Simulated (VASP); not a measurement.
Set up this calculation in VASP 6.6.1, as the native input.

```
Task                   : single point
Functional             : BLYP
Potentials or basis    : VASP PAW PBE potentials, release 64 (Ba_sv, Sb, P)
Cutoff                 : 520 eV
k mesh                 : 2 × 2 × 2
Occupations            : gaussian, width 0.1 eV
Spin                   : no spin polarisation
Dipole correction      : no
Further INCAR settings : ALGO = Normal; EDIFF = 1e-06; NBANDS = 28
```

The structure of Ba3SbP lies in POSCAR:

```
Ba3SbP
1.0
    6.1131770000      0.0000000000      0.0000000000
    0.0000000000      6.1131770000      0.0000000000
    0.0000000000      0.0000000000      6.1131770000
Ba Sb P
3 1 1
Direct
    0.0000000000      0.5000000000      0.5000000000
    0.5000000000      0.0000000000      0.5000000000
    0.5000000000      0.5000000000      0.0000000000
    0.0000000000      0.0000000000      0.0000000000
    0.5000000000      0.5000000000      0.5000000000
```

One way to write it, as run:

INCAR

```
SYSTEM = Ba3SbP
  PREC = Accurate
  ENCUT = 520
  EDIFF = 1E-6
  ISMEAR = 0
  SIGMA = 0.1
  LREAL = .False.
  LASPH = .True.
  NELM = 60
  ALGO = Normal
  ISIF = 2
  LWAVE = .False.
  LCHARG = .False.
  GGA = B5
  ALDAX = 1.0
  AGGAX = 1.0
  AGGAC = 1.0
  ALDAC = 0.0
  NBANDS = 28
```

KPOINTS

```
Automatic mesh
0
Gamma
  2 2 2
  0 0 0
```

Potentials or basis: VASP PAW PBE potentials, release 64 (Ba_sv, Sb, P).

Launch:

```sh
$ cat potpaw_PBE.64/Ba_sv/POTCAR potpaw_PBE.64/Sb/POTCAR potpaw_PBE.64/P/POTCAR > POTCAR
$ mpirun -np 1 vasp_std > vasp.out
```

Results of the run:

```
Pressure               : 2.0 GPa
Band gap on the k mesh : 0.34 eV, direct
```

Caveat: the k points lie up to 0.51 Å⁻¹ apart; the PAW data sets were made with another functional, which shifts forces and pressure a little; spin-orbit coupling is left out, which moves the levels of the heavy elements.

Run time: 2.4 min on 1 thread of AMD EPYC 7R13 (shared host), peak memory 0.3 GiB.
